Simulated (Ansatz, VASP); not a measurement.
Two plane-wave programs on Al2Pt

INCAR

```
PREC = Accurate
ENCUT = 520
EDIFF = 1E-6
ISMEAR = 0
SIGMA = 0.1
LREAL = False
LASPH = True
NELM = 100
ALGO = Normal
ISIF = 2
LWAVE = False
LCHARG = False
GGA = PE
NBANDS = 15
```

Contents of KPOINTS:

```
regular mesh
0
Gamma
  12 12 12
```

File POSCAR:

```
Al2Pt
1.0
    0.0000000000      2.9852296500      2.9852296500
    2.9852296500      0.0000000000      2.9852296500
    2.9852296500      2.9852296500      0.0000000000
Al Pt
2 1
Direct
    0.2500000000      0.2500000000      0.2500000000
    0.7500000000      0.7500000000      0.7500000000
    0.0000000000      0.0000000000      0.0000000000
```

Input for Ansatz:

```yaml
crystal:
  lattice:
    - [0.0, 2.98522965, 2.98522965]
    - [2.98522965, 0.0, 2.98522965]
    - [2.98522965, 2.98522965, 0.0]
  atoms:
    - { symbol: Al, position: [0.25, 0.25, 0.25] }
    - { symbol: Al, position: [0.75, 0.75, 0.75] }
    - { symbol: Pt, position: [0.0, 0.0, 0.0] }
basis:
  ecutwfc: 420
kpoints:
  mp_grid: { grid: [12, 12, 12] }
hamiltonian:
  xc: pbe
scf:
  occupations: { method: gaussian, width: 0.1 }
output:
  forces: true
  stress: true
  eigenvalues: true
```

Alike in both runs: task single point; functional PBE; k mesh 12 × 12 × 12; occupations gaussian, width 0.1 eV; no spin polarisation.

```csv
,VASP,Ansatz
version,VASP 6.6.1,Ansatz 0.2.0
potentials or method,"VASP PAW PBE potentials, release 64 (Al, Pt), cutoff 520 eV","scalar-relativistic, plane waves, PAW"
valence electrons in the cell,16,24
```

```csv
,VASP,Ansatz,Ansatz less VASP
gap on the k mesh at the Fermi level (eV),none,none,-
pressure (GPa),-1.7,-1.5,+0.16
```

A gap of «none» marks a metal or a gap that the smearing closes. The functional is the same, so the differences come from potentials, cutoffs and numerics. VASP's potentials hold 16 valence electrons a cell and Ansatz's 24, so a difference there can come from the potentials and not from the codes.

Neither program's run includes spin-orbit coupling.
